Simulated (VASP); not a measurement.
# LiF (base) (Fm-3m) in VASP: vibrations by perturbation theory with PBE

Aim: the vibrations by perturbation theory of LiF (base) with PBE.

Everything below comes from runs of VASP 6.6.1. Logs are shortened: lines on timing, memory, paths and dates and some standing lists are left out, and cuts for length are marked.

### Step 1. The cell of the first run

Symmetry: Fm-3m, No. 225, cubic system. Conventional cell: a = 4.068 Å, b = 4.068 Å, c = 4.068 Å, α = 90.00°, β = 90.00°, γ = 90.00°. Li (site symmetry m-3m) has 6 F at 2.03 Å within 2.7 Å. Within 2.7 Å of F (site symmetry m-3m) lie 6 Li at 2.03 Å.

### Step 2. Vibrations by perturbation theory, PBE

Input file INCAR:

```
SYSTEM = LiF
  ALGO = Normal
  EDIFF = 1E-8
  ENCUT = 520
  GGA = PE
  IBRION = 8
  ISIF = 2
  ISMEAR = 0
  LASPH = .TRUE.
  LCHARG = .TRUE.
  LEPSILON = .TRUE.
  LREAL = .FALSE.
  LWAVE = .FALSE.
  NELM = 60
  NSW = 1
  PREC = Accurate
  SIGMA = 0.01
```

Input file KPOINTS:

```
k-points
0
G
  10 10 10
  0 0 0
```

Input file POSCAR:

```
LiF
1.0
    0.0000000000      2.0338385521      2.0338385521
    2.0338385521      0.0000000000      2.0338385521
    2.0338385521      2.0338385521      0.0000000000
Li F
1 1
Direct
    0.0000000000      0.0000000000      0.0000000000
    0.5000000000      0.5000000000      0.5000000000
```

Potentials or basis: VASP PAW PBE potentials, release 64 (Li_sv, F).

On the command line:

```console
cat potpaw_PBE.64/Li_sv/POTCAR potpaw_PBE.64/F/POTCAR > POTCAR
mpirun -np 1 vasp_std > vasp.out
```

OUTCAR:

```text
SYSTEM = LiF
   EDIFF = 1E-8
   ENCUT = 520
   GGA = PE
   IBRION = 8
   ISIF = 2
   ISMEAR = 0
   LASPH = .TRUE.
   LEPSILON = .TRUE.
   LREAL = .FALSE.
   NELM = 60
   NSW = 1
   PREC = Accurate

 ion  position               nearest neighbor table
   1  0.000  0.000  0.000-   2 2.03   2 2.03   2 2.03   2 2.03   2 2.03   2 2.03
   2  0.500  0.500  0.500-   1 2.03   1 2.03   1 2.03   1 2.03   1 2.03   1 2.03

  LATTYP: Found a face centered cubic cell.
 ALAT       =     4.0676771042

  Lattice vectors:

 A1 = (   0.0000000000,   2.0338385521,   2.0338385521)
 A2 = (   2.0338385521,   0.0000000000,   2.0338385521)
 A3 = (   2.0338385521,   2.0338385521,   0.0000000000)

Analysis of symmetry for initial positions (statically):
=====================================================================
 Subroutine PRICEL returns:
 Original cell was already a primitive cell.

 Routine SETGRP: Setting up the symmetry group for a
 face centered cubic supercell.

 Subroutine GETGRP returns: Found 48 space group operations
 (whereof 48 operations were pure point group operations)
 out of a pool of 48 trial point group operations.

The static configuration has the point symmetry O_h .

Analysis of symmetry for dynamics (positions and initial velocities):
=====================================================================
 Subroutine PRICEL returns:
 Original cell was already a primitive cell.

 Routine SETGRP: Setting up the symmetry group for a
 face centered cubic supercell.

 Subroutine GETGRP returns: Found 48 space group operations
 (whereof 48 operations were pure point group operations)
 out of a pool of 48 trial point group operations.

The dynamic configuration has the point symmetry O_h .

 Subroutine INISYM returns: Found 48 space group operations
 (whereof 48 operations are pure point group operations),
 and found     1 'primitive' translations

----------------------------------------------------------------------------------------

                                     Primitive cell

  volume of cell :      16.8259

  direct lattice vectors                    reciprocal lattice vectors
     0.000000000  2.033838552  2.033838552    -0.245840556  0.245840556  0.245840556
     2.033838552  0.000000000  2.033838552     0.245840556 -0.245840556  0.245840556
     2.033838552  2.033838552  0.000000000     0.245840556  0.245840556 -0.245840556

  length of vectors
     2.876282064  2.876282064  2.876282064     0.425808333  0.425808333  0.425808333

  position of ions in fractional coordinates (direct lattice)
     0.000000000  0.000000000  0.000000000
     0.500000000  0.500000000  0.500000000

  ion indices of the primitive-cell ions
   primitive index   ion index
                 1           1
                 2           2

----------------------------------------------------------------------------------------

 KPOINTS: k-points

Automatic generation of k-mesh.
 Grid dimensions read from file:
[... 442 lines left out ...]
 ------------------------------------------------------

 Free energy of the ion-electron system (eV)
  ---------------------------------------------------
  ---------------------------------------------------
  free energy    TOTEN  =        -0.05382505 eV

  energy without entropy =       -0.05382505

------------------------ aborting loop because EDIFF is reached ----------------------------------------

--------------------------------------- Ionic step        2  -------------------------------------------

------------------------ aborting loop because EDIFF is reached ----------------------------------------

--------------------------------------- Ionic step        3  -------------------------------------------

------------------------ aborting loop because EDIFF is reached ----------------------------------------

 PIEZOELECTRIC TENSOR FIELD DIRECTION 3  (e Angst)
 -----------------------------------------------------------------------------
    -0.00018  0.00000  0.00000           ( -0.00001  0.00000  0.00000)
     0.00000 -0.00018  0.00000           (  0.00000 -0.00001 -0.00000)
     0.00000  0.00000 -0.00005           (  0.00000 -0.00000 -0.00001)

 PIEZOELECTRIC TENSOR FIELD DIRECTION 3  (C/m^2)
 -----------------------------------------------------------------------------
    -0.00017  0.00000  0.00000
     0.00000 -0.00017  0.00000
     0.00000  0.00000 -0.00005

--------------------------------------- Ionic step        4  -------------------------------------------

------------------------ aborting loop because EDIFF is reached ----------------------------------------

[... ionic steps 5 to 6 ...]

--------------------------------------- Ionic step        7  -------------------------------------------

 Free energy of the ion-electron system (eV)
  ---------------------------------------------------
  ---------------------------------------------------
  free energy    TOTEN  =        -0.52283844 eV

  energy without entropy =       -0.52283844

------------------------ aborting loop because EDIFF is reached ----------------------------------------

 INTERNAL STRAIN TENSOR  FOR ION    2  DIRECTION 1   (eV/Angst):
 -----------------------------------------------------------------------------
     0.00599 -0.00000 -0.00000
    -0.00000  0.00483  0.00000
    -0.00000  0.00000  0.00483

 MACROSCOPIC STATIC DIELECTRIC TENSOR (including local field effects in DFT)
 ------------------------------------------------------
           2.048290     0.000000    -0.000000
          -0.000000     2.048290    -0.000000
           0.000000     0.000000     2.048290
 ------------------------------------------------------

 PIEZOELECTRIC TENSOR (including local field effects)  for field in x, y, z        (e  Angst)
          XX          YY          ZZ          XY          YZ          ZX
  --------------------------------------------------------------------------------
  x     0.00000     0.00000     0.00000     0.00000     0.00000     0.00000
  y     0.00000     0.00000     0.00000     0.00000     0.00000     0.00000
  z     0.00000     0.00000     0.00000     0.00000     0.00000     0.00000

 PIEZOELECTRIC TENSOR (including local field effects)  for field in x, y, z        (C/m^2)
          XX          YY          ZZ          XY          YZ          ZX
  --------------------------------------------------------------------------------
  x     0.00000     0.00000     0.00000     0.00000     0.00000     0.00000
  y     0.00000     0.00000     0.00000     0.00000     0.00000     0.00000
  z     0.00000     0.00000     0.00000     0.00000     0.00000     0.00000

 BORN EFFECTIVE CHARGES (including local field effects) (in |e|, cummulative output)
 ---------------------------------------------------------------------------------
 ion    1
    1     1.05356     0.00000     0.00000
    2     0.00000     1.05356    -0.00000
    3    -0.00000     0.00000     1.05356
 ion    2
    1    -1.05356    -0.00000    -0.00000
    2    -0.00000    -1.05356     0.00000
    3     0.00000    -0.00000    -1.05356

 INTERNAL STRAIN TENSOR FOR ION    2 for displacements in x,y,z  (eV/Angst):
          X           Y           Z          XY          YZ          ZX
  --------------------------------------------------------------------------------
  x     0.00000     0.00000     0.00000     0.00000     0.00000     0.00000
  y     0.00000     0.00000     0.00000     0.00000     0.00000     0.00000
  z     0.00000     0.00000     0.00000     0.00000     0.00000     0.00000

 SECOND DERIVATIVES (NOT SYMMETRIZED)
 ------------------------------------
               1X          1Y          1Z          2X          2Y          2Z
  1X    -1.398202    0.000000    0.000000    1.398202    0.000000    0.000000
  1Y     0.000000   -1.398202    0.000000    0.000000    1.398202    0.000000
  1Z     0.000000    0.000000   -1.398202    0.000000    0.000000    1.398202
  2X     1.380191    0.000000    0.000000   -1.380191    0.000000    0.000000
  2Y     0.000000    1.380191    0.000000    0.000000   -1.380191    0.000000
  2Z     0.000000    0.000000    1.380191    0.000000    0.000000   -1.380191

 Eigenvectors and eigenvalues of the dynamical matrix
 ----------------------------------------------------

   1 f  =    8.154977 THz    51.239229 2PiTHz  272.020741 cm-1    33.726258 meV
             X         Y         Z           dx          dy          dz
      0.000000  0.000000  0.000000     0.000000    0.856159    0.000000
      2.033839  2.033839  2.033839     0.000000   -0.516712    0.000000
[... 21 lines left out ...]
   6 f/i=    0.023387 THz     0.146946 2PiTHz    0.780113 cm-1     0.096722 meV
             X         Y         Z           dx          dy          dz
      0.000000  0.000000  0.000000     0.000000    0.000000   -0.516712
      2.033839  2.033839  2.033839     0.000000    0.000000   -0.856159

--------------------------------------------------------------------------------------------------------

 MACROSCOPIC STATIC DIELECTRIC TENSOR IONIC CONTRIBUTION
 ------------------------------------------------------
           8.592686    -0.000000     0.000000
          -0.000000     8.592686    -0.000000
           0.000000    -0.000000     8.592686
 ------------------------------------------------------

 ELASTIC MODULI CONTR FROM IONIC RELAXATION (kBar)
 Direction    XX          YY          ZZ          XY          YZ          ZX
 --------------------------------------------------------------------------------
 XX           0.0000      0.0000      0.0000      0.0000      0.0000      0.0000
 YY           0.0000      0.0000      0.0000      0.0000      0.0000      0.0000
 ZZ           0.0000      0.0000      0.0000      0.0000      0.0000      0.0000
 XY           0.0000      0.0000      0.0000      0.0000      0.0000      0.0000
 YZ           0.0000      0.0000      0.0000      0.0000      0.0000      0.0000
 ZX           0.0000      0.0000      0.0000      0.0000      0.0000      0.0000
 --------------------------------------------------------------------------------

 PIEZOELECTRIC TENSOR IONIC CONTR  for field in x, y, z        (C/m^2)
          XX          YY          ZZ          XY          YZ          ZX
  --------------------------------------------------------------------------------
  x     0.00000     0.00000     0.00000     0.00000     0.00000     0.00000
  y     0.00000     0.00000     0.00000     0.00000     0.00000     0.00000
  z     0.00000     0.00000     0.00000     0.00000     0.00000     0.00000
```

It took 3 min on 1 thread of Intel Xeon Platinum 8259CL at 2.50GHz (Skylake/Cascade Lake), shared host; peak memory 0.17 GiB.

Results:

* Electronic dielectric tensor (diagonal): 2.05
* Born charges (mean of the diagonal): Li +1.05; F -1.05 e
* Highest phonon frequency at Γ, LO-TO splitting left out: 272 cm⁻¹

Phonon frequencies in cm⁻¹ (negative: imaginary):
| q point | frequencies |
| --- | --- |
| (0.000, 0.000, 0.000) | -1 -1 -1 272 272 272 |

Electronic dielectric tensor:
```
2.05 0.00 0.00
0.00 2.05 0.00
0.00 0.00 2.05
```

Born effective charge tensors (e):
atom 1, Li
```
1.05 0.00 0.00
0.00 1.05 0.00
0.00 0.00 1.05
```
atom 2, F
```
-1.05  0.00  0.00
 0.00 -1.05  0.00
 0.00  0.00 -1.05
```
